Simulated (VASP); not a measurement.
Input of a VASP 6.6.1 run:

File INCAR:

```
SYSTEM = AlN
PREC = Accurate
ENCUT = 520
EDIFF = 1E-6
ISMEAR = -1
SIGMA = 0.05
LREAL = .FALSE.
LASPH = .TRUE.
NELM = 60
ALGO = Normal
ISIF = 2
LWAVE = .FALSE.
LCHARG = .TRUE.
GGA = RP
IVDW = 12
LELF = .TRUE.
LVHAR = .TRUE.
NBANDS = 11
```

The input KPOINTS:

```
Automatic mesh
0
G
  10 10 10
  0 0 0
```

Contents of POSCAR:

```
AlN
1.0
    0.0000000000      2.1386182497      2.1386182497
    2.1386182497      0.0000000000      2.1386182497
    2.1386182497      2.1386182497      0.0000000000
Al N
1 1
Direct
    0.0000000000      0.0000000000      0.0000000000
    0.2500000000      0.2500000000      0.2500000000
```

Potentials or basis: VASP PAW PBE potentials, release 64 (Al, N).

Launch:

```bash
$ cat potpaw_PBE.64/Al/POTCAR potpaw_PBE.64/N/POTCAR > POTCAR
$ mpirun -np 1 vasp_std > vasp.out
```

Q: Predict the band gap on the k mesh.

A: 3.39 eV, indirect (least direct gap 4.80 eV).

Q: Predict the pressure.

A: -0.6 GPa.

Caveat: the PAW data sets were made with another functional, which shifts forces and pressure a little. A k mesh can miss the band edges.
